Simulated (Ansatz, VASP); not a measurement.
# Bi: VASP beside Ansatz

INCAR

```
PREC = Accurate
ENCUT = 520
EDIFF = 1E-7
ISMEAR = 0
SIGMA = 0.1
LREAL = F
LASPH = T
NELM = 100
ALGO = Normal
ISIF = 2
LWAVE = F
LCHARG = F
GGA = PS
NBANDS = 22
```

Contents of KPOINTS:

```
Automatic mesh
0
Gamma
  15 15 8
```

File POSCAR:

```
Bi
1.0
    3.5505604951      0.0000000000      0.0000000000
   -1.7752802476      3.0748755865      0.0000000000
    0.0000000000      0.0000000000      5.6172414458
Bi
2
Direct
    0.3333333333      0.6666666667      0.2500000000
    0.6666666667      0.3333333333      0.7500000000
```

Input for Ansatz:

```yaml
crystal:
  lattice:
    - [3.5505604951, 0.0, 0.0]
    - [-1.7752802476, 3.0748755865, 0.0]
    - [0.0, 0.0, 5.6172414458]
  atoms:
    - { symbol: Bi, position: [0.3333333333, 0.6666666667, 0.25] }
    - { symbol: Bi, position: [0.6666666667, 0.3333333333, 0.75] }
basis:
  ecutwfc: 420
kpoints:
  mp_grid: { grid: [15, 15, 8] }
hamiltonian:
  xc: pbesol
scf:
  occupations: { method: gaussian, width: 0.1 }
output:
  forces: true
  stress: true
  eigenvalues: true
```

Alike in both runs: task single point; functional PBEsol; k mesh 15 × 15 × 8; occupations gaussian, width 0.1 eV; no spin polarisation.

```csv
,VASP,Ansatz
version,VASP 6.6.1,Ansatz 0.2.0
potentials or method,"VASP PAW PBE potentials, release 64 (Bi_d), cutoff 520 eV","scalar-relativistic, plane waves, PAW"
valence electrons in the cell,30,30
```

VASP gave:

```
gap on the k mesh at the Fermi level (eV)                     : none
pressure (GPa)                                                : -1.3
traceless stress, the component that is largest in VASP (GPa) : 1.15
```

Estimate Ansatz's values.

gap on the k mesh at the Fermi level (eV): none; pressure (GPa): -1.2; traceless stress, the component that is largest in VASP (GPa): 1.15.

VASP's potentials were made for PBE, not for PBEsol. A gap of «none» marks a metal or a gap that the smearing closes.

Neither program's run includes spin-orbit coupling.
